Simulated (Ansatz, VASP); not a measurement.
**One calculation of C, two programs**

```
CELL_PARAMETERS angstrom
2.50517 0.00000 0.00000
-1.25259 2.16954 0.00000
0.00000 0.00000 8.18182
ATOMIC_POSITIONS crystal
C 0.66667 0.33333 0.84375
C 0.33333 0.66667 0.34375
C 0.66667 0.33333 0.65625
C 0.33333 0.66667 0.15625
C 0.00000 0.00000 0.90625
C 0.00000 0.00000 0.40625
C 0.00000 0.00000 0.59375
C 0.00000 0.00000 0.09375
```

Alike in both runs: task single point; functional LDA; k mesh 12 × 12 × 4; occupations fermi-dirac, width 0.05 eV; no spin polarisation.

|  | VASP | Ansatz |
| --- | --- | --- |
| version | VASP 6.6.1 | Ansatz 0.2.0 |
| potentials or method | VASP PAW LDA potentials, release 64 (C) | Ansatz PAW |
| plane-wave cutoff (eV) | 520 | 420 |
| valence electrons in the cell | 32 | 32 |

Ansatz gave:

```
gap on the k mesh at the Fermi level (eV)                     : 4.43
least direct gap on the mesh (eV)                             : 5.18
pressure (GPa)                                                : -3.7
traceless stress, the component that is largest in VASP (GPa) : 8.77
rms of the force components (eV/Å)                            : 0.197
```

Problem. What did VASP give for the same quantities?

Solution. gap on the k mesh at the Fermi level (eV): 4.43; least direct gap on the mesh (eV): 5.18; pressure (GPa): -2.1; traceless stress, the component that is largest in VASP (GPa): 8.78; rms of the force components (eV/Å): 0.197.

LDA's correlation is that of Perdew and Zunger in VASP and of Perdew and Wang (1992) in Ansatz. Atom by atom the forces differ by 0.001 eV/Å (rms over components).

Noted on Ansatz's run: Pulay correction over one GPa.
